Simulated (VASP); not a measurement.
MgO (rocksalt type):

```
Mg O
1.0
     0.00000    2.15443    2.15443
     2.15443    0.00000    2.15443
     2.15443    2.15443    0.00000
Mg O
1 1
Direct
  0.00000 0.00000 0.00000
  0.50000 0.50000 0.50000
```

* Program: VASP 6.6.1
* Task: relaxation of cell and atoms
* Functional: PBE
* Potentials or basis: VASP PAW PBE potentials, release 64 (Mg, O)
* Cutoff: 600 eV
* k mesh: 13 × 13 × 13
* Occupations: fermi-dirac, width 0.02 eV
* Spin: no spin polarisation

At the start: pressure -6.3 GPa; volume 10.00 Å³/atom.

Task: Where does the relaxation end?

Result: Over 3 steps the energy falls by 9.0 meV/atom and the volume is 9.56 Å³/atom (-4.4 %); space group Fm-3m (No. 225, to 0.1 Å) before and after.

Step by step:
| step | energy change (eV) | largest force (eV/Å) | pressure (GPa) | volume (Å³) |
| --- | --- | --- | --- | --- |
| 1 | 0.0000 | 0.0000 | -6.30 | 20.00 |
| 2 | -0.0167 | 0.0000 | 1.89 | 18.88 |
| 3 | -0.0180 | 0.0000 | 0.00 | 19.11 |

Final structure:
```
Mg O
1.0
     0.00000    2.12213    2.12213
     2.12213    0.00000    2.12213
     2.12213    2.12213    0.00000
Mg O
1 1
Cartesian
  0.0000 0.0000 0.0000
  2.1221 2.1221 2.1221
```
